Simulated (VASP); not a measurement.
# Sb (R-3m) in VASP: a series of runs

Runs on Sb. Level: PBE+D3(BJ). Tasks: single point, relaxation of shape and atoms at fixed volume.

Everything below comes from runs of VASP 6.6.1. Logs are shortened: lines on timing, memory, paths and dates and some standing lists are left out, and cuts for length are marked.

### 1 The cell of the first run

The structure is trigonal, space group R-3m (No. 166). Conventional cell: a = 4.334 Å, b = 4.334 Å, c = 11.142 Å, α = 90.00°, β = 90.00°, γ = 120.00°. Within 3.9 Å of Sb (site symmetry 3m) lie 6 Sb at 2.93 to 3.32 Å.

### 2 Single point, PBE+D3(BJ)

INCAR

```
ALGO = Normal
EDIFF = 1E-6
ENCUT = 520
GGA = PE
ISIF = 2
ISMEAR = 0
IVDW = 12
LASPH = True
LCHARG = False
LREAL = False
LWAVE = False
NBANDS = 12
NELM = 60
PREC = Accurate
SIGMA = 0.05
```

KPOINTS

```
k-points
0
Gamma
  12 12 12
```

POSCAR

```
Sb
1.0
    2.1669330948      1.2510794056      3.7139650623
   -2.1669330948      1.2510794056      3.7139650623
    0.0000000000     -2.5021588112      3.7139650623
Sb
2
Direct
    0.2354787545      0.2354787545      0.2354787545
    0.7645212455      0.7645212455      0.7645212455
```

Potentials or basis: VASP PAW PBE potentials, release 64 (Sb).

Run with:

```
cat potpaw_PBE.64/Sb/POTCAR > POTCAR
mpirun -np 1 vasp_std > vasp.out
```

OUTCAR:

```text
EDIFF = 1E-6
   ENCUT = 520
   GGA = PE
   ISIF = 2
   ISMEAR = 0
   IVDW = 12
   LASPH = True
   LREAL = False
   NELM = 60
   PREC = Accurate
 IVDW          = 12

 ion  position               nearest neighbor table
   1  0.235  0.235  0.235-   2 2.93   2 2.93   2 2.93   2 3.32   2 3.32   2 3.32
   2  0.765  0.765  0.765-   1 2.93   1 2.93   1 2.93   1 3.32   1 3.32   1 3.32

  LATTYP: Found a trigonal (rhomboedric) cell.
 ALAT       =     4.4782066947
 COS(alpha) =     0.5317123215

  Lattice vectors:

 A1 = (   2.1669330948,   1.2510794056,   3.7139650623)
 A2 = (  -2.1669330948,   1.2510794056,   3.7139650623)
 A3 = (   0.0000000000,  -2.5021588112,   3.7139650623)

Analysis of symmetry for initial positions (statically):
=====================================================================
 Subroutine PRICEL returns:
 Original cell was already a primitive cell.

 Routine SETGRP: Setting up the symmetry group for a
 trigonal (rhombohedral) supercell.

 Subroutine GETGRP returns: Found 12 space group operations
 (whereof 12 operations were pure point group operations)
 out of a pool of 12 trial point group operations.

The static configuration has the point symmetry D_3d.

Analysis of symmetry for dynamics (positions and initial velocities):
=====================================================================
 Subroutine PRICEL returns:
 Original cell was already a primitive cell.

 Routine SETGRP: Setting up the symmetry group for a
 trigonal (rhombohedral) supercell.

 Subroutine GETGRP returns: Found 12 space group operations
 (whereof 12 operations were pure point group operations)
 out of a pool of 12 trial point group operations.

The dynamic configuration has the point symmetry D_3d.

 Subroutine INISYM returns: Found 12 space group operations
 (whereof 12 operations are pure point group operations),
 and found     1 'primitive' translations

----------------------------------------------------------------------------------------

                                     Primitive cell

  volume of cell :      60.4115

  direct lattice vectors                    reciprocal lattice vectors
     2.166933095  1.251079406  3.713965062     0.230740857  0.133218296  0.089751338
    -2.166933095  1.251079406  3.713965062    -0.230740857  0.133218296  0.089751338
     0.000000000 -2.502158811  3.713965062     0.000000000 -0.266436592  0.089751338

  length of vectors
     4.478206695  4.478206695  4.478206695     0.281147222  0.281147222  0.281147222

  position of ions in fractional coordinates (direct lattice)
     0.235478755  0.235478755  0.235478755
     0.764521245  0.764521245  0.764521245

  ion indices of the primitive-cell ions
   primitive index   ion index
                 1           1
                 2           2

----------------------------------------------------------------------------------------

 KPOINTS: k-points

Automatic generation of k-mesh.
 Grid dimensions read from file:
 generate k-points for:   12   12   12

 Generating k-lattice:

  Cartesian coordinates                     Fractional coordinates (reciprocal lattice)
     0.019228405  0.011101525  0.007479278     0.083333333 -0.000000000  0.000000000
    -0.019228405  0.011101525  0.007479278    -0.000000000  0.083333333  0.000000000
     0.000000000 -0.022203049  0.007479278     0.000000000  0.000000000  0.083333333

  Length of vectors
     0.023428935  0.023428935  0.023428935

  Shift w.r.t. Gamma in fractional coordinates (k-lattice)
     0.000000000  0.000000000  0.000000000

 Subroutine IBZKPT returns following result:
 ===========================================

 Found    189 irreducible k-points:

 Following reciprocal coordinates:
            Coordinates               Weight
  0.000000  0.000000  0.000000      1.000000
  0.083333 -0.000000  0.000000      6.000000
  0.166667  0.000000 -0.000000      6.000000
  0.250000  0.000000  0.000000      6.000000
  0.333333 -0.000000  0.000000      6.000000
  0.416667  0.000000  0.000000      6.000000
[... 16 lines left out ...]
  0.500000  0.166667 -0.000000     12.000000
 -0.416667  0.166667  0.000000     12.000000
 [... further k-points ...]
   k-points           NKPTS =    189   k-points in BZ     NKDIM =    189   number of bands    NBANDS=     12
   number of dos      NEDOS =    301   number of ions     NIONS =      2
   total plane-waves  NPLWV =  46656
   dimension x,y,z NGX =    36 NGY =   36 NGZ =   36
   dimension x,y,z NGXF=    72 NGYF=   72 NGZF=   72
   ions per type =               2
   NGX,Y,Z   is equivalent  to a cutoff of  13.36, 13.36, 13.36 a.u.
   NGXF,Y,Z  is equivalent  to a cutoff of  26.73, 26.73, 26.73 a.u.
 SYSTEM =  unknown system
   PREC   = accura    normal or accurate (medium, high low for compatibility)
   ISTART =      0    job   : 0-new  1-cont  2-samecut
   ICHARG =      2    charge: 1-file 2-atom 10-const
   ISPIN  =      1    spin polarized calculation?
   LNONCOLLINEAR =      F non collinear calculations
   LSORBIT =      F    spin-orbit coupling
   LASPH  =      T    aspherical Exc in radial PAW
   ENCUT  =  520.0 eV  38.22 Ry    6.18 a.u.   8.33  8.33  8.33*2*pi/ulx,y,z
   NELM   =     60;   NELMIN=  2; NELMDL= -5     # of ELM steps
   EDIFF  = 0.1E-05   stopping-criterion for ELM
   LREAL  =      F    real-space projection
   EDIFFG = 0.1E-04   stopping-criterion for IOM
   NSW    =      0    number of steps for IOM
   IBRION =     -1    ionic relax: 0-MD 1-quasi-New 2-CG
   NFREE  =      0    steps in history (QN), initial steepest desc. (CG)
   ISIF   =      2    stress and relaxation
   ISYM   =      2    0-nonsym 1-usesym 2-fastsym
   POTIM  = 0.5000    time-step for ionic-motion
   TEBEG  =    0.0;   TEEND  =   0.0 temperature during run
   PSTRESS=    0.0 pullay stress
   NELECT =      10.0000    total number of electrons
   NUPDOWN=      -1.0000    fix difference up-down
   EMIN   =  10.00;   EMAX   =-10.00  energy-range for DOS
   EFERMI =   0.00;   METHOD = LEGACY
   ISMEAR =     0;   SIGMA  =   0.05  broadening in eV -4-tet -1-fermi 0-gaus
   EFERMI_NEDOS =   21; number of points for ismear=-14 and -15
   IALGO  =     38    algorithm
   IMIX   =      4    mixing-type and parameters
     AMIX     =   0.40;   BMIX     =  1.00
     AMIX_MAG =   1.60;   BMIX_MAG =  1.00
  volume/ion in A,a.u.               =      30.21       203.84
  Fermi-wavevector in a.u.,A,eV,Ry     =   0.898880  1.698637 10.993305  0.807985
  Thomas-Fermi vector in A             =   2.021644
   LORBIT       =      0    0 simple, 1 ext, 2 COOP (PROOUT), +10 PAW based schemes
   GGA     = PE    functional components
   LHFCALC =     F    Hartree Fock is set to
   AEXX    =    0.0000 exact exchange contribution
   IVDW    =    12    specifies the selected vdW correction
   LEPSILON=     F    determine dielectric tensor
   LRPA    =     F    only Hartree local field effects (RPA)
 non-spin polarized calculation
 Gauss-broadening in eV      SIGMA  =   0.05
  energy-cutoff  :      520.00
  volume of cell :       60.41
 maximum number of plane-waves:      1641
 NGX is ok and might be reduce to    36

 number of electron      10.0000000 magnetization

 Free energy of the ion-electron system (eV)
  ---------------------------------------------------
  ext. energy  EPLUGINS =         0.00000000
  ---------------------------------------------------
  free energy    TOTEN  =        -8.25747644 eV

  energy without entropy =       -8.25734045  energy(sigma->0) =       -8.25740845

 E-fermi :   7.2369     XC(G=0):  -9.5386

 val. band max:        7.1173602720   @ k =   0.4167   0.0833   0.0833
 cond. band min:       7.2460070012   @ k =  -0.4167   0.5000   0.4167
 fundamental gap:      0.1286467293
 Fermi energy:         7.2369346401

 k-point     1 :       0.0000    0.0000    0.0000
  band No.  band energies     occupation
      1      -5.4028      2.00000
      2       2.4784      2.00000
      3       5.2774      2.00000
      4       5.4547      2.00000
      5       5.4547      2.00000
      6       9.5146      0.00000
      7      10.0254      0.00000
      8      10.0254      0.00000
      9      12.2434      0.00000
     10      12.2434      0.00000
     11      12.3895      0.00000
     12      13.8849      0.00000

 k-point     2 :       0.0833   -0.0000    0.0000
  band No.  band energies     occupation
      1      -5.3266      2.00000
      2       2.1183      2.00000
      3       5.3036      2.00000
      4       5.4439      2.00000
      5       5.6169      2.00000
      6       9.4377      0.00000
      7       9.8064      0.00000
      8       9.8110      0.00000
      9      11.9516      0.00000
     10      12.2581      0.00000
     11      12.2701      0.00000
     12      14.4161      0.00000

 k-point     3 :       0.1667    0.0000   -0.0000
  band No.  band energies     occupation
      1      -5.0990      2.00000
      2       1.2818      2.00000
      3       5.3237      2.00000
      4       5.4217      2.00000
      5       5.9555      2.00000
      6       9.0974      0.00000
      7       9.2771      0.00000
      8       9.2840      0.00000
      9      11.8083      0.00000
     10      12.3318      0.00000
     11      12.5752      0.00000
     12      15.5458      0.00000
[... 286 lines left out ...]
 k-point    23 :       0.5000    0.1667   -0.0000
  band No.  band energies     occupation
      1      -3.1660      2.00000
      2      -1.8617      2.00000
      3       3.7915      2.00000
      4       4.7706      2.00000
      5       5.3353      2.00000
      6       8.7031      0.00000
      7       8.9507      0.00000
      8      10.0192      0.00000
      9      12.7602      0.00000
     10      15.2961      0.00000
     11      16.1891      0.00000
     12      16.3325      0.00000

 k-point    24 :      -0.4167    0.1667    0.0000
  band No.  band energies     occupation
      1      -2.8849      2.00000
      2      -2.2013      2.00000
      3       3.5924      2.00000
      4       5.1038      2.00000
      5       5.5693      2.00000
      6       8.1861      0.00000
      7       8.5741      0.00000
      8      10.3517      0.00000
      9      13.8509      0.00000
     10      14.2731      0.00000
     11      14.9026      0.00000
     12      17.4338      0.00000

 [... further k-points ...]

------------------------ aborting loop because EDIFF is reached ----------------------------------------

 Edisp (eV)   -0.94515

 E8    (eV) :    -0.4410

  FORCE on cell =-STRESS in cart. coord.  units (eV):
  Direction    XX          YY          ZZ          XY          YZ          ZX
  --------------------------------------------------------------------------------------
  -------------------------------------------------------------------------------------
  Total      -0.18936    -0.18936    -0.22727     0.00000    -0.00000    -0.00000
  in kB      -5.02210    -5.02210    -6.02743     0.00000    -0.00000    -0.00000
  external pressure =       -5.36 kB  Pullay stress =        0.00 kB

 VOLUME and BASIS-vectors are now :
 -----------------------------------------------------------------------------
  energy-cutoff  :      520.00
  volume of cell :       60.41
      direct lattice vectors                 reciprocal lattice vectors
     2.166933095  1.251079406  3.713965062     0.230740857  0.133218296  0.089751338
    -2.166933095  1.251079406  3.713965062    -0.230740857  0.133218296  0.089751338
     0.000000000 -2.502158811  3.713965062     0.000000000 -0.266436592  0.089751338

 POSITION                                       TOTAL-FORCE (eV/Angst)
 -----------------------------------------------------------------------------------
      0.00000      0.00000      2.62368         0.000000     -0.000000      0.034811
      0.00000      0.00000      8.51822         0.000000      0.000000     -0.034811
 -----------------------------------------------------------------------------------
    total drift:                                0.000000      0.000000     -0.000000

  FREE ENERGIE OF THE ION-ELECTRON SYSTEM (eV)
  ---------------------------------------------------
  free  energy   TOTEN  =        -9.2026216155 eV

  energy  without entropy=       -9.2024856249  energy(sigma->0) =       -9.20255362
```

Wall time 73 s (1 thread of Intel Xeon Platinum 8259CL at 2.50GHz (Skylake/Cascade Lake), shared host); peak memory 0.28 GiB.

Results:

```
Free energy                : -9.2026 eV
Pressure                   : -0.5 GPa
Largest force              : 0.035 eV/Å
Band gap on the k mesh     : zero (band 5 reaches 7.31 eV, above the bottom of band 6 at 7.07 eV)
Dispersion energy per atom : -0.473 eV
```

Forces on the atoms (eV/Å):
```
Sb   0.000  0.000  0.035
Sb   0.000  0.000 -0.035
```

Caveat: spin-orbit coupling is left out, which moves the levels of the heavy elements; pairwise dispersion overbinds metals, which lowers pressure and volume.

### 3 Single point, PBE+D3(BJ)

This run uses another cell than the first one: it holds 16 atoms, not 2.

INCAR

```
PREC     = Accurate       # precision mode
ENCUT    = 520            # plane-wave cutoff, eV
EDIFF    = 1E-7           # SCF threshold, eV
ISMEAR   = -1             # smearing method
SIGMA    = 0.05           # smearing width, eV
LREAL    = Auto         
LASPH    = True           # aspherical terms in the spheres
NELM     = 80             # most SCF steps
ALGO     = Normal         # electronic algorithm
ISIF     = 2              # what is computed and relaxed
LWAVE    = False          # write WAVECAR
LCHARG   = False          # write CHGCAR
GGA      = PE             # functional
IVDW     = 12             # dispersion correction
NBANDS   = 54             # bands
```

KPOINTS

```
Automatic mesh
0
Gamma
  4 4 4
```

POSCAR

```
Sb
1.0
    4.3338661896      2.5021588112      7.4279301246
   -4.3338661896      2.5021588112      7.4279301246
    0.0000000000     -5.0043176224      7.4279301246
Sb
16
Direct
    0.1177393773      0.1177393773      0.1177393773
    0.3822606227      0.3822606227      0.3822606227
    0.1177393773      0.1177393773      0.6177393773
    0.3822606227      0.3822606227      0.8822606227
    0.1177393773      0.6177393773      0.1177393773
    0.3822606227      0.8822606227      0.3822606227
    0.1177393773      0.6177393773      0.6177393773
    0.3822606227      0.8822606227      0.8822606227
    0.6177393773      0.1177393773      0.1177393773
    0.8822606227      0.3822606227      0.3822606227
    0.6177393773      0.1177393773      0.6177393773
    0.8822606227      0.3822606227      0.8822606227
    0.6177393773      0.6177393773      0.1177393773
    0.8822606227      0.8822606227      0.3822606227
    0.6177393773      0.6177393773      0.6177393773
    0.8822606227      0.8822606227      0.8822606227
```

Potentials or basis: VASP PAW PBE potentials, release 64 (Sb).

Run with:

```
cat potpaw_PBE.64/Sb/POTCAR > POTCAR
mpirun -np 1 vasp_std > vasp.out
```

Wall time 9.1 min (1 thread of Intel Xeon Platinum 8259CL at 2.50GHz (Skylake/Cascade Lake), shared host); peak memory 0.74 GiB.

Results (log left out):

* Free energy: -73.6807 eV
* Pressure: -0.6 GPa
* Largest force: 0.004 eV/Å
* Band gap on the k mesh: zero (band 40 reaches 7.33 eV, above the bottom of band 41 at 7.08 eV)
* Dispersion energy per atom: -0.473 eV

Forces on the atoms (eV/Å):
```
Sb   0.000  0.000 -0.004
Sb   0.000  0.000  0.004
Sb   0.000  0.000 -0.004
Sb   0.000  0.000  0.004
Sb   0.000  0.000 -0.004
Sb   0.000  0.000  0.004
Sb   0.000  0.000 -0.004
Sb   0.000  0.000  0.004
Sb   0.000  0.000 -0.004
Sb   0.000  0.000  0.004
Sb   0.000  0.000 -0.004
Sb   0.000  0.000  0.004
Sb   0.000  0.000 -0.004
Sb   0.000  0.000  0.004
Sb   0.000  0.000 -0.004
Sb   0.000  0.000  0.004
```

Stress tensor (GPa, compression positive):
```
-0.52  0.00  0.00
 0.00 -0.52  0.00
 0.00  0.00 -0.69
```

Levels at points of the mesh, in eV from the Fermi level:
```
           k point  band 36  band 37  band 38  band 39  band 40  band 41  band 42  band 43  band 44  band 45
(0.00, 0.00, 0.00)    -1.31    -0.52    -0.36    -0.36    -0.36    -0.23    -0.23    -0.23    -0.05    -0.05
(0.50, 0.00, 0.00)    -1.94    -1.90    -1.90    -1.06    -1.06     1.22     1.22     1.34     1.34     1.34
(0.50, 0.50, 0.00)    -1.54    -1.00    -1.00    -0.63    -0.63     0.55     0.55     0.62     0.62     0.80
(0.50, 0.50, 0.50)    -1.70    -1.70    -1.70    -0.91    -0.91     1.21     1.21     1.21     1.21     1.62
```

Caveat: spin-orbit coupling is left out, which moves the levels of the heavy elements; pairwise dispersion overbinds metals, which lowers pressure and volume.

(Continued in part 2 of 2.)
